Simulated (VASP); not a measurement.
# Sc (P6_3/mmc) in VASP: notebook

Sc is run at these levels: r2SCAN; tasks: single point.

Program: VASP 6.6.1. These are calculated values, not measurements. Logs are shortened: lines on timing, memory, paths and dates and some standing lists are left out, and cuts for length are marked.

## Step 1: The cell of the first run

It takes space group P6_3/mmc (No. 194, hexagonal). Conventional cell: a = 3.331 Å, b = 3.331 Å, c = 5.191 Å, α = 90.00°, β = 90.00°, γ = 120.00°. Sc (site symmetry -6m2) has 12 Sc at 3.23 to 3.33 Å within 4.2 Å.

## Step 2: Single point, r2SCAN

POSCAR reads:

```
Sc
1.0
    3.3311046879      0.0000000029      0.0000000000
   -1.6655523465      2.8848212810      0.0000000000
    0.0000000000      0.0000000000      5.1908944575
Sc
2
Direct
    0.3333333333      0.6666666667      0.2500000000
    0.6666666667      0.3333333333      0.7500000000
```

INCAR.step1 reads:

```
PREC = Accurate
ENCUT = 520
ISMEAR = 0
SIGMA = 0.1
LREAL = False
LASPH = True
NELM = 60
NBANDS = 18
GGA = PE
ALGO = Normal
EDIFF = 1E-4
LWAVE = True
LCHARG = False
```

INCAR.step2 reads:

```
PREC = Accurate
ENCUT = 520
EDIFF = 1E-6
ISMEAR = 0
SIGMA = 0.1
LREAL = False
LASPH = True
NELM = 60
ALGO = Normal
ISIF = 2
LWAVE = False
LCHARG = True
METAGGA = R2SCAN
LMIXTAU = True
LELF = True
LVHAR = True
NBANDS = 18
ISTART = 1
```

KPOINTS reads:

```
Automatic mesh
0
Gamma
  21 21 10
```

Potentials or basis: VASP PAW PBE potentials, release 64 (Sc_sv).

Run with:

```bash
> cat potpaw_PBE.64/Sc_sv/POTCAR > POTCAR
> cp INCAR.step1 INCAR
> mpirun -np 1 vasp_std > vasp.out
> cp INCAR.step2 INCAR
> mpirun -np 1 vasp_std > vasp.out
```

OUTCAR:

```text
PREC = Accurate
   ENCUT = 520
   EDIFF = 1E-6
   ISMEAR = 0
   LREAL = False
   LASPH = True
   NELM = 60
   ISIF = 2
   METAGGA = R2SCAN
   ISTART = 1

 ion  position               nearest neighbor table
   1  0.333  0.667  0.250-   2 3.23   2 3.23   2 3.23   2 3.23   2 3.23   2 3.23
   2  0.667  0.333  0.750-   1 3.23   1 3.23   1 3.23   1 3.23   1 3.23   1 3.23

  LATTYP: Found a hexagonal cell.
 ALAT       =     3.3311046879
 C/A-ratio  =     1.5583102135

  Lattice vectors:

 A1 = (   3.3311046879,   0.0000000029,   0.0000000000)
 A2 = (  -1.6655523465,   2.8848212810,   0.0000000000)
 A3 = (   0.0000000000,   0.0000000000,   5.1908944575)

Analysis of symmetry for initial positions (statically):
=====================================================================
 Subroutine PRICEL returns:
 Original cell was already a primitive cell.

 Routine SETGRP: Setting up the symmetry group for a
 hexagonal supercell.

 Subroutine GETGRP returns: Found 24 space group operations
 (whereof 12 operations were pure point group operations)
 out of a pool of 24 trial point group operations.

The static configuration has the point symmetry D_3d.
 The point group associated with its full space group is D_6h.

Analysis of symmetry for dynamics (positions and initial velocities):
=====================================================================
 Subroutine PRICEL returns:
 Original cell was already a primitive cell.

 Routine SETGRP: Setting up the symmetry group for a
 hexagonal supercell.

 Subroutine GETGRP returns: Found 24 space group operations
 (whereof 12 operations were pure point group operations)
 out of a pool of 24 trial point group operations.

The dynamic configuration has the point symmetry D_3d.
 The point group associated with its full space group is D_6h.

 Subroutine INISYM returns: Found 24 space group operations
 (whereof 12 operations are pure point group operations),
 and found     1 'primitive' translations

----------------------------------------------------------------------------------------

                                     Primitive cell

  volume of cell :      49.8826

  direct lattice vectors                    reciprocal lattice vectors
     3.331104688  0.000000003  0.000000000     0.300200712  0.173320962  0.000000000
    -1.665552346  2.884821281  0.000000000    -0.000000000  0.346641924  0.000000000
     0.000000000  0.000000000  5.190894457     0.000000000  0.000000000  0.192645026

  length of vectors
     3.331104688  3.331104688  5.190894457     0.346641924  0.346641924  0.192645026

  position of ions in fractional coordinates (direct lattice)
     0.333333333  0.666666667  0.250000000
     0.666666667  0.333333333  0.750000000

  ion indices of the primitive-cell ions
   primitive index   ion index
                 1           1
                 2           2

----------------------------------------------------------------------------------------

 KPOINTS: Automatic mesh

Automatic generation of k-mesh.
 Grid dimensions read from file:
 generate k-points for:   21   21   10

 Generating k-lattice:

  Cartesian coordinates                     Fractional coordinates (reciprocal lattice)
     0.014295272  0.008253379  0.000000000     0.047619048  0.000000000  0.000000000
    -0.000000000  0.016506758  0.000000000     0.000000000  0.047619048  0.000000000
     0.000000000  0.000000000  0.019264503     0.000000000  0.000000000  0.100000000

  Length of vectors
     0.016506758  0.016506758  0.019264503

  Shift w.r.t. Gamma in fractional coordinates (k-lattice)
     0.000000000  0.000000000  0.000000000

 Subroutine IBZKPT returns following result:
 ===========================================

 Found    288 irreducible k-points:

 Following reciprocal coordinates:
            Coordinates               Weight
  0.000000  0.000000  0.000000      1.000000
  0.047619  0.000000  0.000000      6.000000
  0.095238  0.000000  0.000000      6.000000
  0.142857  0.000000  0.000000      6.000000
  0.190476  0.000000  0.000000      6.000000
  0.238095  0.000000  0.000000      6.000000
[... 16 lines left out ...]
  0.142857  0.095238  0.000000     12.000000
  0.190476  0.095238  0.000000     12.000000
 [... further k-points ...]
   k-points           NKPTS =    288   k-points in BZ     NKDIM =    288   number of bands    NBANDS=     18
   number of dos      NEDOS =    301   number of ions     NIONS =      2
   total plane-waves  NPLWV =  31360
   dimension x,y,z NGX =    28 NGY =   28 NGZ =   40
   dimension x,y,z NGXF=    56 NGYF=   56 NGZF=   80
   ions per type =               2
   NGX,Y,Z   is equivalent  to a cutoff of  13.97, 13.97, 12.81 a.u.
   NGXF,Y,Z  is equivalent  to a cutoff of  27.95, 27.95, 25.62 a.u.
 SYSTEM =  unknown system
   PREC   = accura    normal or accurate (medium, high low for compatibility)
   ISTART =      1    job   : 0-new  1-cont  2-samecut
   ICHARG =      0    charge: 1-file 2-atom 10-const
   ISPIN  =      1    spin polarized calculation?
   LNONCOLLINEAR =      F non collinear calculations
   LSORBIT =      F    spin-orbit coupling
   LASPH  =      T    aspherical Exc in radial PAW
   ENCUT  =  520.0 eV  38.22 Ry    6.18 a.u.   6.19  6.19  9.65*2*pi/ulx,y,z
   NELM   =     60;   NELMIN=  2; NELMDL=  0     # of ELM steps
   EDIFF  = 0.1E-05   stopping-criterion for ELM
   LREAL  =      F    real-space projection
   EDIFFG = 0.1E-04   stopping-criterion for IOM
   NSW    =      0    number of steps for IOM
   IBRION =     -1    ionic relax: 0-MD 1-quasi-New 2-CG
   NFREE  =      0    steps in history (QN), initial steepest desc. (CG)
   ISIF   =      2    stress and relaxation
   ISYM   =      2    0-nonsym 1-usesym 2-fastsym
   POTIM  = 0.5000    time-step for ionic-motion
   TEBEG  =    0.0;   TEEND  =   0.0 temperature during run
   PSTRESS=    0.0 pullay stress
   NELECT =      22.0000    total number of electrons
   NUPDOWN=      -1.0000    fix difference up-down
   EMIN   =  10.00;   EMAX   =-10.00  energy-range for DOS
   EFERMI =   0.00;   METHOD = LEGACY
   ISMEAR =     0;   SIGMA  =   0.10  broadening in eV -4-tet -1-fermi 0-gaus
   EFERMI_NEDOS =   21; number of points for ismear=-14 and -15
   IALGO  =     38    algorithm
   IMIX   =      4    mixing-type and parameters
     AMIX     =   0.40;   BMIX     =  1.00
     AMIX_MAG =   1.60;   BMIX_MAG =  1.00
  volume/ion in A,a.u.               =      24.94       168.31
  Fermi-wavevector in a.u.,A,eV,Ry     =   1.246137  2.354858 21.127921  1.552858
  Thomas-Fermi vector in A             =   2.380328
   LORBIT       =      0    0 simple, 1 ext, 2 COOP (PROOUT), +10 PAW based schemes
   METAGGA = R2SCAN    functional components
   LHFCALC =     F    Hartree Fock is set to
   AEXX    =    0.0000 exact exchange contribution
   IVDW    =     0    specifies the selected vdW correction
   LEPSILON=     F    determine dielectric tensor
   LRPA    =     F    only Hartree local field effects (RPA)
 non-spin polarized calculation
 Gauss-broadening in eV      SIGMA  =   0.10
  energy-cutoff  :      520.00
  volume of cell :       49.88
 maximum number of plane-waves:      1375
 NGX is ok and might be reduce to    28
   NGX = 13   NGY = 13   NGZ = 19

 number of electron      21.9999996 magnetization

 Free energy of the ion-electron system (eV)
  ---------------------------------------------------
  ext. energy  EPLUGINS =         0.00000000
  ---------------------------------------------------
  free energy    TOTEN  =       -22.72139051 eV

  energy without entropy =      -22.70095291  energy(sigma->0) =      -22.71117171

 E-fermi :   3.6491     XC(G=0): -10.5538

 val. band max:        3.6412622858   @ k =   0.4286   0.1429   0.4000
 cond. band min:       3.6573331814   @ k =   0.1429   0.0952   0.2000
 fundamental gap:      0.0160708956
 Fermi energy:         3.6491241904

 k-point     1 :       0.0000    0.0000    0.0000
  band No.  band energies     occupation
      1     -47.8990      2.00000
      2     -47.8285      2.00000
      3     -25.7577      2.00000
      4     -25.4085      2.00000
      5     -25.4085      2.00000
      6     -25.3431      2.00000
[... 10 lines left out ...]
     17       6.2140      0.00000
     18       6.2140      0.00000

 k-point     2 :       0.0476    0.0000    0.0000
  band No.  band energies     occupation
      1     -47.8979      2.00000
      2     -47.8282      2.00000
      3     -25.7547      2.00000
      4     -25.4142      2.00000
      5     -25.4105      2.00000
      6     -25.3492      2.00000
[... 10 lines left out ...]
     17       6.1677      0.00000
     18       6.1806      0.00000

 k-point     3 :       0.0952    0.0000    0.0000
  band No.  band energies     occupation
      1     -47.8948      2.00000
      2     -47.8271      2.00000
      3     -25.7458      2.00000
      4     -25.4309      2.00000
      5     -25.4163      2.00000
      6     -25.3666      2.00000
[... 10 lines left out ...]
     17       6.0529      0.00000
     18       6.0892      0.00000

 k-point     4 :       0.1429    0.0000    0.0000
  band No.  band energies     occupation
      1     -47.8898      2.00000
      2     -47.8256      2.00000
      3     -25.7314      2.00000
      4     -25.4572      2.00000
      5     -25.4252      2.00000
      6     -25.3937      2.00000
[... 375 lines left out ...]
      4     -25.4667      2.00000
      5     -25.4423      2.00000
      6     -25.3985      2.00000
[... 10 lines left out ...]
     17       6.1191      0.00000
     18       6.3515      0.00000

 k-point    23 :       0.1429    0.0952    0.0000
  band No.  band energies     occupation
      1     -47.8807      2.00000
      2     -47.8231      2.00000
      3     -25.7044      2.00000
      4     -25.4950      2.00000
      5     -25.4673      2.00000
      6     -25.4174      2.00000
[... 10 lines left out ...]
     17       6.2577      0.00000
     18       6.5845      0.00000

 k-point    24 :       0.1905    0.0952    0.0000
  band No.  band energies     occupation
      1     -47.8735      2.00000
      2     -47.8214      2.00000
      3     -25.6819      2.00000
      4     -25.5297      2.00000
      5     -25.4943      2.00000
      6     -25.4372      2.00000
[... 10 lines left out ...]
     17       6.4597      0.00000
     18       6.8515      0.00000

 [... further k-points ...]
[... 5 lines left out ...]
  --------------------------------------------------------------------------------------
  -------------------------------------------------------------------------------------
  Total        0.0372305      0.0372305      0.0403384     -0.0000000      0.0000000      0.0000000
  in kB        1.1958027      1.1958027      1.2956277     -0.0000000      0.0000000      0.0000000
  external PRESSURE =       1.2290777 kB  Pullay stress =       0.0000000 kB

 VOLUME and BASIS-vectors are now :
 -----------------------------------------------------------------------------
  energy-cutoff  :      520.00
  volume of cell :       49.88
      direct lattice vectors                 reciprocal lattice vectors
     3.331104688  0.000000003  0.000000000     0.300200712  0.173320962  0.000000000
    -1.665552346  2.884821281  0.000000000    -0.000000000  0.346641924  0.000000000
     0.000000000  0.000000000  5.190894457     0.000000000  0.000000000  0.192645026

 POSITION                                       TOTAL-FORCE (eV/Angst)
 -----------------------------------------------------------------------------------
     -0.00000      1.92321      1.29772         0.000000     -0.000000      0.000000
      1.66555      0.96161      3.89317        -0.000000      0.000000      0.000000
 -----------------------------------------------------------------------------------
    total drift:                                0.000000     -0.000000      0.000000

  FREE ENERGIE OF THE ION-ELECTRON SYSTEM (eV)
  ---------------------------------------------------
  free  energy   TOTEN  =       -22.7213905111 eV

  energy  without entropy=      -22.7009529120  energy(sigma->0) =      -22.71117171
```

Run time: 7 min. Hardware: 1 thread of Intel Xeon 6975P-C (Granite Rapids), shared host; peak memory 0.34 GiB.

What came out:

```yaml
Free_energy: -22.7214 eV
Pressure: 0.1 GPa
Band_gap_on_the_k_mesh: zero (bands 11 and 12 overlap by 1.57 eV)
```

Caveat: the PAW data sets were made with another functional, which shifts forces and pressure a little.

## Step 3: Single point, r2SCAN

This run uses another cell than the first one, of 25.11 Å³/atom.

POSCAR reads:

```
Sc
1.0
    3.3285077116      0.0000000029      0.0000000000
   -1.6642538583      2.8825722335      0.0000000000
    0.0000000000      0.0000000000      5.2349246460
Sc
2
Direct
    0.3333333333      0.6666666667      0.2500000000
    0.6666666667      0.3333333333      0.7500000000
```

INCAR.step1 reads:

```
ALGO = Normal
EDIFF = 1E-4
ENCUT = 520
GGA = PE
ISMEAR = -1
LASPH = True
LCHARG = False
LREAL = False
LWAVE = True
NBANDS = 18
NELM = 60
PREC = Accurate
SIGMA = 0.15
```

INCAR.step2 reads:

```
ALGO = Normal
EDIFF = 1E-7
ENCUT = 520
ISIF = 2
ISMEAR = -1
ISTART = 1
LASPH = True
LCHARG = False
LMIXTAU = True
LREAL = False
LWAVE = False
METAGGA = R2SCAN
NBANDS = 18
NELM = 60
PREC = Accurate
SIGMA = 0.15
```

KPOINTS reads:

```
k-points
0
Gamma
  21 21 10
```

Potentials or basis: VASP PAW PBE potentials, release 64 (Sc_sv).

Run with:

```bash
> cat potpaw_PBE.64/Sc_sv/POTCAR > POTCAR
> cp INCAR.step1 INCAR
> mpirun -np 1 vasp_std > vasp.out
> cp INCAR.step2 INCAR
> mpirun -np 1 vasp_std > vasp.out
```

It took 8.4 min on 1 thread of Intel Xeon 6975P-C (Granite Rapids), shared host; peak memory 0.34 GiB.

The run converged. Its results:

| Item | Value |
| --- | --- |
| Free energy | -22.8467 eV |
| Pressure | 0.1 GPa |
| Band gap on the k mesh | zero (bands 11 and 12 overlap by 1.52 eV) |

Levels at points of the mesh, in eV from the Fermi level:
```tsv
k point	band 9	band 10	band 11	band 12	band 13	band 14
(0.00, 0.00, 0.00)	-5.48	-1.70	0.33	1.79	1.79	2.00
(0.00, 0.00, 0.50)	-3.89	-3.89	1.05	1.05	1.72	1.72
```

Caveat: the PAW data sets were made with another functional, which shifts forces and pressure a little.
